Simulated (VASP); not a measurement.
Crystal: SiC.

```
Si C
1.0
     0.00000    2.17805    2.09093
     2.17805    0.00000    2.09093
     2.17805    2.17805    0.00000
Si C
1 1
Direct
  0.00000 0.00000 0.00000
  0.25000 0.25000 0.25000
```

This cell differs from its parent crystal: uniaxial z strain -4.0%.

Base run:

| Item | Value |
| --- | --- |
| Program | VASP 6.6.1 |
| Functional | r2SCAN |
| Potentials or basis | VASP PAW PBE potentials, release 64 (Si, C) |
| Cutoff | 520 eV |
| k mesh | 10 × 10 × 10 |
| Occupations | gaussian, width 0.01 eV |
| Spin | no spin polarisation |

Its results: band gap on the k mesh 1.26 eV, indirect (least direct gap 5.06 eV); pressure 9.7 GPa.

Problem. The run is repeated on the same cell with these changes: functional from r2SCAN to PBE; occupations from gaussian, width 0.01 eV to fermi-dirac, width 0.02 eV. What comes out?

Solution. Band gap on the k mesh 0.89 eV, indirect (least direct gap 4.53 eV); pressure 13.3 GPa.

Caveats: the PAW data sets were made with another functional, which shifts forces and pressure a little (some runs).

A k mesh can miss the band edges.
